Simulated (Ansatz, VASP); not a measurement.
**SnTe in VASP and in Ansatz**

```
Sn Te
1.0
     0.00000    2.90398    3.28276
     2.90398    0.00000    3.28276
     2.90398    2.90398    0.00000
Sn Te
1 1
Direct
  0.00000 0.00000 0.00000
  0.50000 0.50000 0.50000
```

Change from the starting cell: strain -0.080 along x and y, +0.040 along z, atoms carried along.

Alike in both runs: task single point; functional PBE; k mesh 10 × 10 × 10; occupations gaussian, width 0.03 eV; no spin polarisation.

```csv
,VASP,Ansatz
version,VASP 6.6.1,Ansatz 0.2.0
potentials or method,"VASP PAW PBE potentials, release 64 (Sn_d, Te), cutoff 520 eV","scalar-relativistic, plane waves, PAW"
valence electrons in the cell,20,30
```

Ansatz gave:

```
gap on the k mesh at the Fermi level (eV)                     : none
pressure (GPa)                                                : 12.3
traceless stress, the component that is largest in VASP (GPa) : -13.62
```

Task: Estimate VASP's values.

Result: gap on the k mesh at the Fermi level (eV): none; pressure (GPa): 12.3; traceless stress, the component that is largest in VASP (GPa): -13.64.

A gap of «none» marks a metal or a gap that the smearing closes. With one functional, cell and mesh, what is left measures potentials, basis and numerics. VASP's potentials hold 20 valence electrons a cell and Ansatz's 30, so a difference there can come from the potentials and not from the codes.

Neither program's run includes spin-orbit coupling.
